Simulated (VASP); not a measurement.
# Cr (Pm-3m) in VASP: a series of runs

Runs on Cr. Level: PBE. Tasks: single point.

Everything below comes from runs of VASP 6.6.1. Logs are shortened: lines on timing, memory, paths and dates and some standing lists are left out, and cuts for length are marked.

## 1. The cell of the first run

It takes space group Pm-3m (No. 221, cubic). The conventional cell has a = 2.324 Å, b = 2.324 Å, c = 2.324 Å, α = 90.00°, β = 90.00°, γ = 90.00°. Cr (site symmetry m-3m) has 6 Cr at 2.32 Å within 3.1 Å.

## 2. Single point, PBE

INCAR reads:

```
PREC = Accurate
ENCUT = 500
EDIFF = 1E-6
ISMEAR = -1
SIGMA = 0.06122561905347299
LREAL = False
LASPH = True
NELM = 120
ALGO = Normal
ISIF = 2
LWAVE = False
LCHARG = True
GGA = PE
LELF = True
LVHAR = True
NBANDS = 12
GGA_COMPAT = False
```

KPOINTS reads:

```
regular mesh
0
Gamma
  16 16 16
```

POSCAR reads:

```
Cr
1.0
    2.3235300254      0.0000000000      0.0000000000
    0.0000000000      2.3235300254      0.0000000000
    0.0000000000      0.0000000000      2.3235300254
Cr
1
Direct
    0.0000000000      0.0000000000      0.0000000000
```

Potentials or basis: VASP PAW PBE potentials, release 64 (Cr_pv).

On the command line:

```
cat potpaw_PBE.64/Cr_pv/POTCAR > POTCAR
mpirun -np 1 vasp_std > vasp.out
```

OUTCAR:

```text
PREC = Accurate
   ENCUT = 500
   EDIFF = 1E-6
   ISMEAR = -1
   LREAL = False
   LASPH = True
   NELM = 120
   ISIF = 2
   GGA = PE

 ion  position               nearest neighbor table
   1  0.000  0.000  0.000-

  LATTYP: Found a simple cubic cell.
 ALAT       =     2.3235300254

  Lattice vectors:

 A1 = (   2.3235300254,   0.0000000000,   0.0000000000)
 A2 = (   0.0000000000,   2.3235300254,   0.0000000000)
 A3 = (   0.0000000000,   0.0000000000,   2.3235300254)

Analysis of symmetry for initial positions (statically):
=====================================================================
 Subroutine PRICEL returns:
 Original cell was already a primitive cell.

 Routine SETGRP: Setting up the symmetry group for a
 simple cubic supercell.

 Subroutine GETGRP returns: Found 48 space group operations
[... 9 lines left out ...]

 Routine SETGRP: Setting up the symmetry group for a
 simple cubic supercell.

 Subroutine GETGRP returns: Found 48 space group operations
[... 11 lines left out ...]
                                     Primitive cell

  volume of cell :      12.5443

  direct lattice vectors                    reciprocal lattice vectors
     2.323530025  0.000000000  0.000000000     0.430379633  0.000000000  0.000000000
     0.000000000  2.323530025  0.000000000     0.000000000  0.430379633  0.000000000
     0.000000000  0.000000000  2.323530025     0.000000000  0.000000000  0.430379633

  length of vectors
     2.323530025  2.323530025  2.323530025     0.430379633  0.430379633  0.430379633

  position of ions in fractional coordinates (direct lattice)
     0.000000000  0.000000000  0.000000000

  ion indices of the primitive-cell ions
   primitive index   ion index
                 1           1

----------------------------------------------------------------------------------------

 KPOINTS: regular mesh

Automatic generation of k-mesh.
 Grid dimensions read from file:
 generate k-points for:   16   16   16

 Generating k-lattice:

  Cartesian coordinates                     Fractional coordinates (reciprocal lattice)
     0.026898727  0.000000000  0.000000000     0.062500000  0.000000000  0.000000000
     0.000000000  0.026898727  0.000000000     0.000000000  0.062500000  0.000000000
     0.000000000  0.000000000  0.026898727     0.000000000  0.000000000  0.062500000

  Length of vectors
     0.026898727  0.026898727  0.026898727

  Shift w.r.t. Gamma in fractional coordinates (k-lattice)
     0.000000000  0.000000000  0.000000000

 Subroutine IBZKPT returns following result:
 ===========================================

 Found    165 irreducible k-points:

 Following reciprocal coordinates:
            Coordinates               Weight
  0.000000  0.000000  0.000000      1.000000
  0.062500  0.000000  0.000000      6.000000
  0.125000  0.000000  0.000000      6.000000
  0.187500  0.000000  0.000000      6.000000
  0.250000  0.000000  0.000000      6.000000
  0.312500  0.000000  0.000000      6.000000
[... 16 lines left out ...]
  0.437500  0.125000  0.000000     24.000000
  0.500000  0.125000  0.000000     12.000000
 [... further k-points ...]
   k-points           NKPTS =    165   k-points in BZ     NKDIM =    165   number of bands    NBANDS=     12
   number of dos      NEDOS =    301   number of ions     NIONS =      1
   total plane-waves  NPLWV =   5832
   dimension x,y,z NGX =    18 NGY =   18 NGZ =   18
   dimension x,y,z NGXF=    36 NGYF=   36 NGZF=   36
   ions per type =               1
   NGX,Y,Z   is equivalent  to a cutoff of  12.88, 12.88, 12.88 a.u.
   NGXF,Y,Z  is equivalent  to a cutoff of  25.76, 25.76, 25.76 a.u.
 SYSTEM =  unknown system
   PREC   = accura    normal or accurate (medium, high low for compatibility)
   ISTART =      0    job   : 0-new  1-cont  2-samecut
   ICHARG =      2    charge: 1-file 2-atom 10-const
   ISPIN  =      1    spin polarized calculation?
   LNONCOLLINEAR =      F non collinear calculations
   LSORBIT =      F    spin-orbit coupling
   LASPH  =      T    aspherical Exc in radial PAW
   ENCUT  =  500.0 eV  36.75 Ry    6.06 a.u.   4.24  4.24  4.24*2*pi/ulx,y,z
   NELM   =    120;   NELMIN=  2; NELMDL= -5     # of ELM steps
   EDIFF  = 0.1E-05   stopping-criterion for ELM
   LREAL  =      F    real-space projection
   EDIFFG = 0.1E-04   stopping-criterion for IOM
   NSW    =      0    number of steps for IOM
   IBRION =     -1    ionic relax: 0-MD 1-quasi-New 2-CG
   NFREE  =      0    steps in history (QN), initial steepest desc. (CG)
   ISIF   =      2    stress and relaxation
   ISYM   =      2    0-nonsym 1-usesym 2-fastsym
   POTIM  = 0.5000    time-step for ionic-motion
   TEBEG  =    0.0;   TEEND  =   0.0 temperature during run
   PSTRESS=    0.0 pullay stress
   NELECT =      12.0000    total number of electrons
   NUPDOWN=      -1.0000    fix difference up-down
   EMIN   =  10.00;   EMAX   =-10.00  energy-range for DOS
   EFERMI =   0.00;   METHOD = LEGACY
   ISMEAR =    -1;   SIGMA  =   0.06  broadening in eV -4-tet -1-fermi 0-gaus
   EFERMI_NEDOS =   21; number of points for ismear=-14 and -15
   IALGO  =     38    algorithm
   IMIX   =      4    mixing-type and parameters
     AMIX     =   0.40;   BMIX     =  1.00
     AMIX_MAG =   1.60;   BMIX_MAG =  1.00
  volume/ion in A,a.u.               =      12.54        84.65
  Fermi-wavevector in a.u.,A,eV,Ry     =   1.613072  3.048263 35.402356  2.602000
  Thomas-Fermi vector in A             =   2.708200
   LORBIT       =      0    0 simple, 1 ext, 2 COOP (PROOUT), +10 PAW based schemes
   GGA     = PE    functional components
   LHFCALC =     F    Hartree Fock is set to
   AEXX    =    0.0000 exact exchange contribution
   IVDW    =     0    specifies the selected vdW correction
   LEPSILON=     F    determine dielectric tensor
   LRPA    =     F    only Hartree local field effects (RPA)
 non-spin polarized calculation
  energy-cutoff  :      500.00
  volume of cell :       12.54
 maximum number of plane-waves:       328
 NGX is ok and might be reduce to    18
   NGX =  9   NGY =  9   NGZ =  9

 number of electron      11.9999993 magnetization

 Free energy of the ion-electron system (eV)
  ---------------------------------------------------
  ext. energy  EPLUGINS =         0.00000000
  ---------------------------------------------------
  free energy    TOTEN  =        -8.50589692 eV

  energy without entropy =       -8.48962643  energy(sigma->0) =       -8.49776168

 E-fermi :   9.9097     XC(G=0): -13.0687

 val. band max:        9.8871436764   @ k =   0.5000   0.3125   0.1875
 cond. band min:       9.9280760999   @ k =   0.4375   0.1250   0.1250
 fundamental gap:      0.0409324235
 Fermi energy:         9.9096792862

 k-point     1 :       0.0000    0.0000    0.0000
  band No.  band energies     occupation
      1     -32.5749      2.00000
      2     -32.5749      2.00000
      3     -32.5749      2.00000
      4       2.5041      2.00000
      5       6.6697      2.00000
      6       6.6697      2.00000
      7      12.4558      0.00000
      8      12.4558      0.00000
      9      12.4558      0.00000
     10      17.4628      0.00000
     11      29.7824      0.00000
     12      29.7824      0.00000

 k-point     2 :       0.0625    0.0000    0.0000
  band No.  band energies     occupation
      1     -32.6186      2.00000
      2     -32.5713      2.00000
      3     -32.5713      2.00000
      4       2.6314      2.00000
      5       6.6974      2.00000
      6       6.7631      2.00000
      7      12.3665      0.00000
      8      12.3666      0.00000
      9      12.4626      0.00000
     10      17.4627      0.00000
     11      28.6111      0.00000
     12      29.9760      0.00000

 k-point     3 :       0.1250    0.0000    0.0000
  band No.  band energies     occupation
      1     -32.7414      2.00000
      2     -32.5608      2.00000
      3     -32.5608      2.00000
      4       3.0006      2.00000
      5       6.7772      2.00000
      6       7.0350      2.00000
      7      12.1195      0.00000
      8      12.1195      0.00000
      9      12.4821      0.00000
     10      17.4625      0.00000
     11      26.4108      0.00000
     12      30.5372      0.00000

 k-point     4 :       0.1875    0.0000    0.0000
  band No.  band energies     occupation
      1     -32.9230      2.00000
      2     -32.5451      2.00000
      3     -32.5451      2.00000
      4       3.5762      2.00000
      5       6.8989      2.00000
      6       7.4575      2.00000
      7      11.7670      0.00000
      8      11.7670      0.00000
      9      12.5113      0.00000
     10      17.4623      0.00000
     11      24.1217      0.00000
     12      31.4162      0.00000

 k-point     5 :       0.2500    0.0000    0.0000
  band No.  band energies     occupation
      1     -33.1334      2.00000
      2     -32.5263      2.00000
      3     -32.5263      2.00000
      4       4.3046      2.00000
      5       7.0462      2.00000
      6       7.9766      2.00000
      7      11.3745      0.00000
      8      11.3745      0.00000
      9      12.5460      0.00000
     10      17.4619      0.00000
     11      21.9931      0.00000
     12      32.5515      0.00000
[... 228 lines left out ...]
      1     -33.3197      2.00000
      2     -32.6665      2.00000
      3     -32.4940      2.00000
      4       5.4729      2.00000
      5       7.4743      2.00000
      6       8.5316      2.00000
      7      10.9546      0.00000
      8      11.0543      0.00000
      9      12.2846      0.00000
     10      17.4613      0.00000
     11      20.5048      0.00000
     12      29.0685      0.00000

 k-point    22 :       0.3750    0.1250    0.0000
  band No.  band energies     occupation
      1     -33.4909      2.00000
      2     -32.6491      2.00000
      3     -32.4783      2.00000
      4       6.2284      2.00000
      5       7.6173      2.00000
      6       8.5814      2.00000
      7      10.7607      0.00000
      8      11.1597      0.00000
      9      12.3205      0.00000
     10      17.4588      0.00000
     11      18.9146      0.00000
     12      29.6867      0.00000

 k-point    23 :       0.4375    0.1250    0.0000
  band No.  band energies     occupation
      1     -33.6038      2.00000
      2     -32.6373      2.00000
      3     -32.4677      2.00000
      4       6.8821      2.00000
      5       7.7450      2.00000
      6       8.3294      2.00000
      7      10.5708      0.00004
      8      11.5430      0.00000
      9      12.3447      0.00000
     10      17.4440      0.00000
     11      17.8105      0.00000
     12      30.0600      0.00000

 k-point    24 :       0.5000    0.1250    0.0000
  band No.  band energies     occupation
      1     -33.6434      2.00000
      2     -32.6332      2.00000
      3     -32.4640      2.00000
      4       7.1933      2.00000
      5       7.8991      2.00000
      6       8.0349      2.00000
      7      10.5052      0.00012
      8      11.7353      0.00000
      9      12.3532      0.00000
     10      17.3218      0.00000
     11      17.5119      0.00000
     12      30.1720      0.00000

 [... further k-points ...]

------------------------ aborting loop because EDIFF is reached ----------------------------------------

  FORCE on cell =-STRESS in cart. coord.  units (eV):
  Direction    XX          YY          ZZ          XY          YZ          ZX
  --------------------------------------------------------------------------------------
  -------------------------------------------------------------------------------------
  Total        0.3241620      0.3241620      0.3241620     -0.0000000     -0.0000000     -0.0000000
  in kB       41.4026188     41.4026188     41.4026188     -0.0000000     -0.0000000     -0.0000000
  external PRESSURE =      41.4026188 kB  Pullay stress =       0.0000000 kB

 VOLUME and BASIS-vectors are now :
 -----------------------------------------------------------------------------
  energy-cutoff  :      500.00
  volume of cell :       12.54
      direct lattice vectors                 reciprocal lattice vectors
     2.323530025  0.000000000  0.000000000     0.430379633  0.000000000  0.000000000
     0.000000000  2.323530025  0.000000000     0.000000000  0.430379633  0.000000000
     0.000000000  0.000000000  2.323530025     0.000000000  0.000000000  0.430379633

 POSITION                                       TOTAL-FORCE (eV/Angst)
 -----------------------------------------------------------------------------------
      0.00000      0.00000      0.00000         0.000000      0.000000      0.000000
 -----------------------------------------------------------------------------------
    total drift:                               -0.000000      0.000000      0.000000

  FREE ENERGIE OF THE ION-ELECTRON SYSTEM (eV)
  ---------------------------------------------------
  free  energy   TOTEN  =        -8.5058969191 eV

  energy  without entropy=       -8.4896264311  energy(sigma->0) =       -8.49776168
```

Run time: 30 s. Hardware: 1 thread of Intel Xeon 8259CL, shared host; peak memory 0.13 GiB.

What came out:

| Quantity | Value |
| --- | --- |
| Free energy | -8.5059 eV |
| Pressure | 4.1 GPa |
| Band gap on the k mesh | zero (band 6 reaches 11.01 eV, above the bottom of band 7 at 9.22 eV) |

Caveat: the run has no spin polarisation, though such a crystal can be magnetic. Spin polarisation is off, so any magnetic state and its effect on volume and gap are missing.

## 3. Single point, PBE

This run uses another cell than the first one, of 12.80 Å³/atom, 1.020 times its volume.

INCAR reads:

```
SYSTEM = Cr
PREC = Accurate
ENCUT = 500
EDIFF = 1E-6
ISMEAR = -1
SIGMA = 0.06122561905347299
LREAL = .FALSE.
LASPH = .TRUE.
NELM = 120
ALGO = Normal
ISIF = 2
LWAVE = .FALSE.
LCHARG = .TRUE.
GGA = PE
LELF = .TRUE.
LVHAR = .TRUE.
NBANDS = 12
GGA_COMPAT = .FALSE.
```

KPOINTS reads:

```
regular mesh
0
G
  16 16 16
  0 0 0
```

POSCAR reads:

```
Cr
1.0
    2.3392300289      0.0000000000      0.0000000000
    0.0000000000      2.3392300289      0.0000000000
    0.0000000000      0.0000000000      2.3392300289
Cr
1
Direct
    0.0000000000      0.0000000000      0.0000000000
```

Potentials or basis: VASP PAW PBE potentials, release 64 (Cr_pv).

On the command line:

```
cat potpaw_PBE.64/Cr_pv/POTCAR > POTCAR
mpirun -np 1 vasp_std > vasp.out
```

Run time: 26 s. Hardware: 1 thread of Intel Xeon 8259CL, shared host; peak memory 0.13 GiB.

It converged, with:

```
Free energy            : -8.5095 eV
Pressure               : 0.1 GPa
Band gap on the k mesh : zero (band 6 reaches 10.71 eV, above the bottom of band 7 at 8.98 eV)
```

Levels at points of the mesh, in eV from the Fermi level:
```tsv
k point	band 3	band 4	band 5	band 6	band 7	band 8	band 9	band 10
(0.00, 0.00, 0.00)	-42.51	-7.33	-3.16	-3.16	2.48	2.48	2.48	7.53
(0.50, 0.00, 0.00)	-42.42	-3.08	-2.40	-0.67	0.52	0.52	2.65	7.26
(0.50, 0.50, 0.00)	-42.34	-4.52	-1.67	0.95	0.95	3.74	6.20	6.20
(0.50, 0.50, 0.50)	-43.25	-2.90	-2.90	-2.90	3.84	3.84	7.53	11.17
```

Caveat: the run has no spin polarisation, though such a crystal can be magnetic. Spin polarisation is off, so any magnetic state and its effect on volume and gap are missing.
